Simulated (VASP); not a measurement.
Write the native input for VASP 6.6.1 that does the following.

- Task: single point
- Functional: PBEsol
- Potentials or basis: VASP PAW PBE potentials, release 64 (N, B)
- Cutoff: 600 eV
- k mesh: 10 × 10 × 6
- Occupations: fermi-dirac, width 0.05 eV
- Spin: no spin polarisation
- Dipole correction: no
- Further INCAR settings: ALGO = Normal; EDIFF = 1e-06; NBANDS = 16

The structure of BN lies in POSCAR:

```
BN
1.0
    2.5539396017      0.0000000000      0.0000000000
   -1.2769698009      2.2117765748      0.0000000000
    0.0000000000      0.0000000000      4.0577808000
N B
2 2
Direct
    0.3333333333      0.6666666667      0.1252760000
    0.6666666667      0.3333333333      0.6252760000
    0.3333333333      0.6666666667      0.4997240000
    0.6666666667      0.3333333333      0.9997240000
```

These files were run (other wordings do the same):

INCAR

```
PREC     = Accurate       # precision mode
ENCUT    = 600            # plane-wave cutoff, eV
EDIFF    = 1E-6           # SCF threshold, eV
ISMEAR   = -1             # smearing method
SIGMA    = 0.05           # smearing width, eV
LREAL    = F              # projectors in reciprocal space
LASPH    = T              # aspherical terms in the spheres
NELM     = 120            # most SCF steps
ALGO     = Normal         # electronic algorithm
ISIF     = 2              # what is computed and relaxed
LWAVE    = F              # write WAVECAR
LCHARG   = T              # write CHGCAR
GGA      = PS             # functional
LELF     = T              # ELF
LVHAR    = T            
NBANDS   = 16             # bands
GGA_COMPAT= F
```

KPOINTS

```
Automatic mesh
0
Gamma
  10 10 6
```

Potentials or basis: VASP PAW PBE potentials, release 64 (N, B).

The run is started by

```bash
$ cat potpaw_PBE.64/N/POTCAR potpaw_PBE.64/B/POTCAR > POTCAR
$ mpirun -np 1 vasp_std > vasp.out
```

It gave:

* Pressure: 11.6 GPa
* Largest force: 0.203 eV/Å
* Band gap on the k mesh: 5.24 eV (least direct gap 8.03 eV)

Caveat: the stress differs along the axes, from -3 to 41 GPa; the PAW data sets were made with another functional, which shifts forces and pressure a little.

It took 22 s on 1 thread of Intel(R) Xeon(R) Platinum 8488C (Sapphire Rapids) (shared host), peak memory 0.14 GiB.
